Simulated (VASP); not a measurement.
# Zr2BN3 (P-3m1) in VASP: relaxation of cell and atoms with PBE

Aim: the relaxation of cell and atoms of Zr2BN3 with PBE.

All numbers are computed with VASP 6.6.1; they aren't measurements. Logs are shortened: lines on timing, memory, paths and dates and some standing lists are left out, and cuts for length are marked.

## (1) The cell of the first run

The structure is trigonal, space group P-3m1 (No. 164). The conventional cell has a = 3.053 Å, b = 3.053 Å, c = 7.529 Å, α = 90.00°, β = 90.00°, γ = 120.00°. Within 3.2 Å of Zr (site symmetry 3m) lie 6 N at 2.21 to 2.30 Å and 3 B at 3.00 Å and 9 Zr at 3.05 to 3.19 Å. B (site symmetry -3m) has 6 N at 2.00 Å within 2.7 Å. Within 2.7 Å of N (site symmetry 3m) lie 3 B at 2.00 Å and 3 Zr at 2.30 Å and 3 N at 2.60 Å. Within 2.9 Å of N (site symmetry -3m) lie 6 Zr at 2.21 Å.

The cell was built from a structure type or drawn by symmetry, and may not be a known phase.

## (2) Relaxation of cell and atoms, PBE

File INCAR:

```
SYSTEM = Zr2BN3
PREC = Accurate ; ENCUT = 600
EDIFF = 1E-7 ; ISMEAR = 0
SIGMA = 0.1 ; LREAL = .False.
LASPH = .True. ; NELM = 80
ALGO = Normal ; ISIF = 3
LWAVE = .False. ; LCHARG = .False.
GGA = PE ; IBRION = 2
NSW = 100 ; EDIFFG = -0.01
```

File KPOINTS:

```
Automatic mesh
0
Gamma
  12 12 6
  0 0 0
```

File POSCAR:

```
Zr2BN3
1.0
    3.0534742511      0.0000000000      0.0000000000
   -1.5267371256      2.6443862713      0.0000000000
    0.0000000000      0.0000000000      7.5286893456
Zr B N
2 1 3
Direct
    0.3333333333      0.6666666667      0.6768056550
    0.6666666667      0.3333333333      0.3231943450
    0.0000000000      0.0000000000      0.0000000000
    0.3333333333      0.6666666667      0.1265784063
    0.6666666667      0.3333333333      0.8734215937
    0.0000000000      0.0000000000      0.5000000000
```

Potentials or basis: VASP PAW PBE potentials, release 64 (Zr_sv, B, N).

On the command line:

```console
cat potpaw_PBE.64/Zr_sv/POTCAR potpaw_PBE.64/B/POTCAR potpaw_PBE.64/N/POTCAR > POTCAR
mpirun -np 1 vasp_std > vasp.out
```

OUTCAR:

```text
SYSTEM = Zr2BN3
   PREC = Accurate
   ENCUT = 600
   EDIFF = 1E-7
   ISMEAR = 0
   LREAL = .False.
   LASPH = .True.
   NELM = 80
   ISIF = 3
   GGA = PE
   IBRION = 2
   NSW = 100
   EDIFFG = -0.01

 ion  position               nearest neighbor table
   1  0.333  0.667  0.677-   6 2.21   6 2.21   6 2.21   5 2.30   5 2.30   5 2.30   3 3.00   3 3.00
                             3 3.00   2 3.19   2 3.19   2 3.19
   2  0.667  0.333  0.323-   6 2.21   6 2.21   6 2.21   4 2.30   4 2.30   4 2.30   3 3.00   3 3.00
                             3 3.00   1 3.19   1 3.19   1 3.19
   3  0.000  0.000  0.000-   1 3.00   2 3.00   2 3.00   1 3.00   2 3.00   1 3.00
   4  0.333  0.667  0.127-   2 2.30   2 2.30   2 2.30
   5  0.667  0.333  0.873-   1 2.30   1 2.30   1 2.30
   6  0.000  0.000  0.500-   1 2.21   2 2.21   2 2.21   1 2.21   2 2.21   1 2.21

  LATTYP: Found a hexagonal cell.
 ALAT       =     3.0534742511
 C/A-ratio  =     2.4656141583

  Lattice vectors:

 A1 = (   3.0534742511,   0.0000000000,   0.0000000000)
 A2 = (  -1.5267371256,   2.6443862713,   0.0000000000)
 A3 = (   0.0000000000,   0.0000000000,   7.5286893456)

Analysis of symmetry for initial positions (statically):
=====================================================================
 Subroutine PRICEL returns:
 Original cell was already a primitive cell.

 Routine SETGRP: Setting up the symmetry group for a
 hexagonal supercell.

 Subroutine GETGRP returns: Found 12 space group operations
 (whereof 12 operations were pure point group operations)
 out of a pool of 24 trial point group operations.

The static configuration has the point symmetry D_3d.

Analysis of symmetry for dynamics (positions and initial velocities):
=====================================================================
 Subroutine PRICEL returns:
 Original cell was already a primitive cell.

 Routine SETGRP: Setting up the symmetry group for a
 hexagonal supercell.

 Subroutine GETGRP returns: Found 12 space group operations
 (whereof 12 operations were pure point group operations)
 out of a pool of 24 trial point group operations.

The dynamic configuration has the point symmetry D_3d.

 Subroutine INISYM returns: Found 12 space group operations
 (whereof 12 operations are pure point group operations),
 and found     1 'primitive' translations

----------------------------------------------------------------------------------------

                                     Primitive cell

  volume of cell :      60.7909

  direct lattice vectors                    reciprocal lattice vectors
     3.053474251  0.000000000  0.000000000     0.327495802  0.189079790  0.000000000
    -1.526737126  2.644386271  0.000000000     0.000000000  0.378159579  0.000000000
     0.000000000  0.000000000  7.528689346     0.000000000  0.000000000  0.132825244

  length of vectors
     3.053474251  3.053474251  7.528689346     0.378159579  0.378159579  0.132825244

  position of ions in fractional coordinates (direct lattice)
     0.333333333  0.666666667  0.676805655
     0.666666667  0.333333333  0.323194345
     0.000000000  0.000000000  0.000000000
     0.333333333  0.666666667  0.126578406
     0.666666667  0.333333333  0.873421594
     0.000000000  0.000000000  0.500000000

  ion indices of the primitive-cell ions
   primitive index   ion index
                 1           1
                 2           2
                 3           3
                 4           4
                 5           5
                 6           6

----------------------------------------------------------------------------------------

 KPOINTS: Automatic mesh

Automatic generation of k-mesh.
 Grid dimensions read from file:
 generate k-points for:   12   12    6

 Generating k-lattice:

  Cartesian coordinates                     Fractional coordinates (reciprocal lattice)
     0.027291317  0.015756649  0.000000000     0.083333333  0.000000000  0.000000000
     0.000000000  0.031513298  0.000000000     0.000000000  0.083333333  0.000000000
     0.000000000  0.000000000  0.022137541     0.000000000  0.000000000  0.166666667

  Length of vectors
     0.031513298  0.031513298  0.022137541

  Shift w.r.t. Gamma in fractional coordinates (k-lattice)
     0.000000000  0.000000000  0.000000000

 Subroutine IBZKPT returns following result:
 ===========================================

 Found    100 irreducible k-points:

 Following reciprocal coordinates:
            Coordinates               Weight
  0.000000  0.000000  0.000000      1.000000
  0.083333 -0.000000  0.000000      6.000000
  0.166667 -0.000000  0.000000      6.000000
  0.250000  0.000000  0.000000      6.000000
  0.333333  0.000000  0.000000      6.000000
  0.416667  0.000000  0.000000      6.000000
[... 16 lines left out ...]
  0.166667 -0.000000  0.166667      6.000000
  0.000000  0.166667  0.166667      6.000000
 [... further k-points ...]
   k-points           NKPTS =    100   k-points in BZ     NKDIM =    100   number of bands    NBANDS=     25
   number of dos      NEDOS =    301   number of ions     NIONS =      6
   total plane-waves  NPLWV =  34560
   dimension x,y,z NGX =    24 NGY =   24 NGZ =   60
   dimension x,y,z NGXF=    48 NGYF=   48 NGZF=  120
   ions per type =               2   1   3
   NGX,Y,Z   is equivalent  to a cutoff of  13.07, 13.07, 13.25 a.u.
   NGXF,Y,Z  is equivalent  to a cutoff of  26.13, 26.13, 26.50 a.u.
 SYSTEM =  Zr2BN3
   PREC   = accura    normal or accurate (medium, high low for compatibility)
   ISTART =      0    job   : 0-new  1-cont  2-samecut
   ICHARG =      2    charge: 1-file 2-atom 10-const
   ISPIN  =      1    spin polarized calculation?
   LNONCOLLINEAR =      F non collinear calculations
   LSORBIT =      F    spin-orbit coupling
   LASPH  =      T    aspherical Exc in radial PAW
   ENCUT  =  600.0 eV  44.10 Ry    6.64 a.u.   6.10  6.10 15.04*2*pi/ulx,y,z
   NELM   =     80;   NELMIN=  2; NELMDL= -5     # of ELM steps
   EDIFF  = 0.1E-06   stopping-criterion for ELM
   LREAL  =      F    real-space projection
   EDIFFG = -.1E-01   stopping-criterion for IOM
   NSW    =    100    number of steps for IOM
   IBRION =      2    ionic relax: 0-MD 1-quasi-New 2-CG
   NFREE  =      1    steps in history (QN), initial steepest desc. (CG)
   ISIF   =      3    stress and relaxation
   ISYM   =      2    0-nonsym 1-usesym 2-fastsym
   POTIM  = 0.5000    time-step for ionic-motion
   TEBEG  =    0.0;   TEEND  =   0.0 temperature during run
   PSTRESS=    0.0 pullay stress
   NELECT =      42.0000    total number of electrons
   NUPDOWN=      -1.0000    fix difference up-down
   EMIN   =  10.00;   EMAX   =-10.00  energy-range for DOS
   EFERMI =   0.00;   METHOD = LEGACY
   ISMEAR =     0;   SIGMA  =   0.10  broadening in eV -4-tet -1-fermi 0-gaus
   EFERMI_NEDOS =   21; number of points for ismear=-14 and -15
   IALGO  =     38    algorithm
   IMIX   =      4    mixing-type and parameters
     AMIX     =   0.40;   BMIX     =  1.00
     AMIX_MAG =   1.60;   BMIX_MAG =  1.00
  volume/ion in A,a.u.               =      10.13        68.37
  Fermi-wavevector in a.u.,A,eV,Ry     =   1.447255  2.734916 28.498046  2.094547
  Thomas-Fermi vector in A             =   2.565231
   LORBIT       =      0    0 simple, 1 ext, 2 COOP (PROOUT), +10 PAW based schemes
   GGA     = PE    functional components
   LHFCALC =     F    Hartree Fock is set to
   AEXX    =    0.0000 exact exchange contribution
   IVDW    =     0    specifies the selected vdW correction
   LEPSILON=     F    determine dielectric tensor
   LRPA    =     F    only Hartree local field effects (RPA)
 conjugate gradient relaxation of ions
 non-spin polarized calculation
 Gauss-broadening in eV      SIGMA  =   0.10
  energy-cutoff  :      600.00
  volume of cell :       60.79
 maximum number of plane-waves:      2052
   NGX = 13   NGY = 13   NGZ = 31

--------------------------------------- Ionic step        1  -------------------------------------------

 number of electron      42.0000001 magnetization

 Free energy of the ion-electron system (eV)
  ---------------------------------------------------
  ext. energy  EPLUGINS =         0.00000000
  ---------------------------------------------------
  free energy    TOTEN  =       -51.74460477 eV

  energy without entropy =      -51.73903434  energy(sigma->0) =      -51.74181955

------------------------ aborting loop because EDIFF is reached ----------------------------------------

  FORCE on cell =-STRESS in cart. coord.  units (eV):
  Direction    XX          YY          ZZ          XY          YZ          ZX
  --------------------------------------------------------------------------------------
  -------------------------------------------------------------------------------------
  Total        0.0894108      0.0894108      0.5197752     -0.0000000      0.0000000      0.0000000
  in kB        2.3564703      2.3564703     13.6989594     -0.0000000      0.0000000      0.0000000
  external PRESSURE =       6.1373000 kB  Pullay stress =       0.0000000 kB

 VOLUME and BASIS-vectors are now :
 -----------------------------------------------------------------------------
  energy-cutoff  :      600.00
  volume of cell :       60.79
      direct lattice vectors                 reciprocal lattice vectors
     3.053474251  0.000000000  0.000000000     0.327495802  0.189079790  0.000000000
    -1.526737126  2.644386271  0.000000000     0.000000000  0.378159579  0.000000000
     0.000000000  0.000000000  7.528689346     0.000000000  0.000000000  0.132825244
[... 121 lines left out ...]
 POSITION                                       TOTAL-FORCE (eV/Angst)
 -----------------------------------------------------------------------------------
     -0.00000      1.76199      5.11325        -0.000000     -0.000000     -0.008630
      1.52593      0.88100      2.43880         0.000000      0.000000      0.008630
      0.00000      0.00000      0.00000         0.000000      0.000000      0.000000
     -0.00000      1.76199      0.95596        -0.000000     -0.000000     -0.010325
      1.52593      0.88100      6.59610         0.000000      0.000000      0.010325
      0.00000     -0.00000      3.77603         0.000000     -0.000000      0.000000
 -----------------------------------------------------------------------------------
    total drift:                                0.000000     -0.000000      0.000000

  FREE ENERGIE OF THE ION-ELECTRON SYSTEM (eV)
  ---------------------------------------------------
  free  energy   TOTEN  =       -51.7454793217 eV

  energy  without entropy=      -51.7399111556  energy(sigma->0) =      -51.74269524

--------------------------------------- Ionic step        5  -------------------------------------------

 number of electron      42.0000001 magnetization

 Free energy of the ion-electron system (eV)
  ---------------------------------------------------
  ext. energy  EPLUGINS =         0.00000000
  ---------------------------------------------------
  free energy    TOTEN  =       -51.74548180 eV

  energy without entropy =      -51.73991222  energy(sigma->0) =      -51.74269701

 E-fermi :  11.2330     XC(G=0): -12.6008

 val. band max:       11.2311215017   @ k =   0.2500   0.2500   0.5000
 cond. band min:      11.2442651266   @ k =   0.1667   0.1667   0.1667
 fundamental gap:      0.0131436249
 Fermi energy:        11.2330103710

 k-point     1 :       0.0000    0.0000    0.0000
  band No.  band energies     occupation
      1     -38.2617      2.00000
      2     -38.1731      2.00000
      3     -17.0024      2.00000
      4     -16.2122      2.00000
      5     -15.7478      2.00000
      6     -15.7478      2.00000
[... 17 lines left out ...]
     24      12.2016      0.00000
     25      13.1522      0.00000
[... 621 lines left out ...]
      3     -16.8835      2.00000
      4     -16.2444      2.00000
      5     -16.0809      2.00000
      6     -16.0284      2.00000
[... 17 lines left out ...]
     24      12.5835      0.00000
     25      12.7384      0.00000

 [... further k-points ...]

------------------------ aborting loop because EDIFF is reached ----------------------------------------

  FORCE on cell =-STRESS in cart. coord.  units (eV):
  Direction    XX          YY          ZZ          XY          YZ          ZX
  --------------------------------------------------------------------------------------
  -------------------------------------------------------------------------------------
  Total        0.0044594      0.0044594      0.0116423     -0.0000000      0.0000000      0.0000000
  in kB        0.1172755      0.1172755      0.3061772     -0.0000000      0.0000000      0.0000000
  external PRESSURE =       0.1802428 kB  Pullay stress =       0.0000000 kB

 VOLUME and BASIS-vectors are now :
 -----------------------------------------------------------------------------
  energy-cutoff  :      600.00
  volume of cell :       60.92
      direct lattice vectors                 reciprocal lattice vectors
     3.052199183  0.000000000  0.000000000     0.327632615  0.189158778 -0.000000000
    -1.526099592  2.643282030 -0.000000000    -0.000000000  0.378317557  0.000000000
     0.000000000 -0.000000000  7.551286302    -0.000000000  0.000000000  0.132427769

 POSITION                                       TOTAL-FORCE (eV/Angst)
 -----------------------------------------------------------------------------------
     -0.00000      1.76219      5.11271        -0.000000      0.000000     -0.008250
      1.52610      0.88109      2.43857         0.000000     -0.000000      0.008250
      0.00000      0.00000      0.00000         0.000000      0.000000     -0.000000
     -0.00000      1.76219      0.95586        -0.000000     -0.000000     -0.009172
      1.52610      0.88109      6.59542         0.000000      0.000000      0.009172
      0.00000     -0.00000      3.77564         0.000000     -0.000000     -0.000000
 -----------------------------------------------------------------------------------
    total drift:                               -0.000000      0.000000     -0.000000

  FREE ENERGIE OF THE ION-ELECTRON SYSTEM (eV)
  ---------------------------------------------------
  free  energy   TOTEN  =       -51.7454817991 eV

  energy  without entropy=      -51.7399122182  energy(sigma->0) =      -51.74269701

 reached required accuracy - stopping structural energy minimisation
```

Run time: 9.8 min. Hardware: 1 thread of Intel Xeon Platinum 8488C (Sapphire Rapids), shared host; peak memory 0.31 GiB.

What came out:

```yaml
Free_energy: -51.7455 eV
Relaxed_volume: 10.15 Å³/atom
Relaxed_cell: a = 3.052 Å, b = 3.052 Å, c = 7.551 Å, α = 90.00°, β = 90.00°, γ = 120.00°
Space_group_after_relaxing_to_0.1_Å: P-3m1 (No. 164)
Energy_gained_by_relaxing: 0.1 meV/atom
Ionic_steps: 5
Pressure_after_relaxing: 0.0 GPa
Largest_force_after_relaxing: 0.009 eV/Å
Band_gap_on_the_k_mesh: zero (bands 21 and 22 overlap by 1.21 eV)
```

Forces in eV/Å, atoms in the order of the input:
```
Zr   0.000  0.000 -0.008
Zr   0.000  0.000  0.008
B    0.000  0.000  0.000
N    0.000  0.000 -0.009
N    0.000  0.000  0.009
N    0.000  0.000  0.000
```

Step by step:
```
step  energy change (eV)  largest force (eV/Å)  pressure (GPa)  volume (Å³)
   1              0.0000                0.0704            0.61        60.79
   2             -0.0002                0.0680           -0.86        61.13
   3             -0.0007                0.0053           -0.19        60.98
   4             -0.0009                0.0103            0.05        60.92
   5             -0.0009                0.0092            0.02        60.92
```

Final structure:
```
Zr B N
1.0
     3.05220    0.00000    0.00000
    -1.52610    2.64328    0.00000
     0.00000    0.00000    7.55129
Zr B N
2 1 3
Direct
  0.33333 0.66667 0.67707
  0.66667 0.33333 0.32293
  0.00000 0.00000 0.00000
  0.33333 0.66667 0.12658
  0.66667 0.33333 0.87342
  0.00000 0.00000 0.50000
```
